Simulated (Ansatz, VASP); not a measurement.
## One calculation of CuO, two programs

Contents of INCAR:

```
SYSTEM = CuO
PREC     = Accurate       ! precision mode
ENCUT    = 520            ! plane-wave cutoff, eV
EDIFF    = 1E-6           ! SCF threshold, eV
ISMEAR   = -1             ! smearing method
SIGMA    = 0.05           ! smearing width, eV
LREAL    = .False.        ! projectors in reciprocal space
LASPH    = .True.         ! aspherical terms in the spheres
NELM     = 60             ! most SCF steps
ALGO     = Normal         ! electronic algorithm
ISIF     = 2              ! what is computed and relaxed
LWAVE    = .False.        ! write WAVECAR
LCHARG   = .False.        ! write CHGCAR
GGA      = PS             ! functional
NBANDS   = 25             ! bands
```

File KPOINTS:

```
regular mesh
0
Gamma
  8 8 6
  0 0 0
```

The input POSCAR:

```
CuO
1.0
    3.1106712801      0.0000000000      0.0000000000
    0.0000000000      3.1106712801      0.0000000000
    0.0000000000      0.0000000000      4.5546168319
Cu O
2 2
Direct
    0.0000000000      0.0000000000      0.0000000000
    0.5000000000      0.5000000000      0.0000000000
    0.5000000000      0.0000000000      0.2670000000
    0.0000000000      0.5000000000      0.7330000000
```

Contents of input.yaml:

```yaml
crystal:
  lattice:
    - [3.1106712801, 0.0, 0.0]
    - [0.0, 3.1106712801, 0.0]
    - [0.0, 0.0, 4.5546168319]
  atoms:
    - { symbol: Cu, position: [0.0, 0.0, 0.0] }
    - { symbol: Cu, position: [0.5, 0.5, 0.0] }
    - { symbol: O, position: [0.5, 0.0, 0.267] }
    - { symbol: O, position: [0.0, 0.5, 0.733] }
hamiltonian:
  xc: pbesol
  pseudopotentials: { kind: paw }
kpoints:
  mp_grid: { grid: [8, 8, 6] }
scf:
  occupations: { method: fermi_dirac, width: 0.05 }
output:
  forces: true
  stress: true
  eigenvalues: true
```

Alike in both runs: task single point; functional PBEsol; k mesh 8 × 8 × 6; occupations fermi-dirac, width 0.05 eV; no spin polarisation.

|  | VASP | Ansatz |
| --- | --- | --- |
| version | VASP 6.6.1 | Ansatz 0.2.0 |
| potentials or method | VASP PAW PBE potentials, release 64 (Cu, O) | Ansatz PAW |
| plane-wave cutoff (eV) | 520 | 420 |
| valence electrons in the cell | 34 | 50 |

|  | VASP | Ansatz | Ansatz less VASP |
| --- | --- | --- | --- |
| gap on the k mesh at the Fermi level (eV) | none | none | - |
| pressure (GPa) | 22.8 | 22.0 | -0.85 |
| traceless stress, the component that is largest in VASP (GPa) | -29.10 | -28.83 | +0.274 |
| rms of the force components (eV/Å) | 0.174 | 0.216 | +0.0421 |

VASP's potentials were made for PBE, not for PBEsol. Atom by atom the forces differ by 0.042 eV/Å (rms over components). A gap of «none» marks a metal or a gap that the smearing closes. VASP's potentials hold 34 valence electrons a cell and Ansatz's 50, so a difference there can come from the potentials and not from the codes.
